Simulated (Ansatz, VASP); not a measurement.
**Ge: VASP beside Ansatz**

INCAR

```
SYSTEM = Ge
ALGO     = Normal         ! electronic algorithm
EDIFF    = 1E-6           ! SCF threshold, eV
ENCUT    = 520            ! plane-wave cutoff, eV
GGA      = PE             ! functional
ISIF     = 2              ! what is computed and relaxed
ISMEAR   = 0              ! smearing method
LASPH    = .True.         ! aspherical terms in the spheres
LCHARG   = .False.        ! write CHGCAR
LREAL    = .False.        ! projectors in reciprocal space
LWAVE    = .False.        ! write WAVECAR
NBANDS   = 21             ! bands
NELM     = 80             ! most SCF steps
PREC     = Accurate       ! precision mode
SIGMA    = 0.05           ! smearing width, eV
```

Contents of KPOINTS:

```
k-points
0
Gamma
  14 14 14
  0 0 0
```

The input POSCAR:

```
Ge
1.0
    0.0000000000      2.8522356578      2.8522356578
    2.8522356578      0.0000000000      2.8522356578
    2.8522356578      2.8522356578      0.0000000000
Ge
2
Direct
    0.5000000000      0.5000000000      0.5000000000
    0.7500000000      0.7500000000      0.7500000000
```

Input for Ansatz:

```yaml
crystal:
  lattice:
    - [0.0, 2.8522356578, 2.8522356578]
    - [2.8522356578, 0.0, 2.8522356578]
    - [2.8522356578, 2.8522356578, 0.0]
  atoms:
    - { symbol: Ge, position: [0.5, 0.5, 0.5] }
    - { symbol: Ge, position: [0.75, 0.75, 0.75] }
basis:
  ecutwfc: 600
  ecutrho_ratio: 5
kpoints:
  mp_grid: { grid: [14, 14, 14] }
hamiltonian:
  xc: pbe
scf:
  occupations: { method: gaussian, width: 0.05 }
output:
  forces: true
  stress: true
  eigenvalues: true
```

Alike in both runs: task single point; functional PBE; k mesh 14 × 14 × 14; occupations gaussian, width 0.05 eV; no spin polarisation.

```csv
,VASP,Ansatz
version,VASP 6.6.1,Ansatz 0.2.0
potentials or method,"VASP PAW PBE potentials, release 64 (Ge_d), cutoff 520 eV","scalar-relativistic, plane waves, PAW"
valence electrons in the cell,28,28
```

VASP gave:

```
gap on the k mesh at the Fermi level (eV) : none
pressure (GPa)                            : 1.8
```

Estimate Ansatz's values.

gap on the k mesh at the Fermi level (eV): none; pressure (GPa): 1.9.

A gap of «none» marks a metal or a gap that the smearing closes.
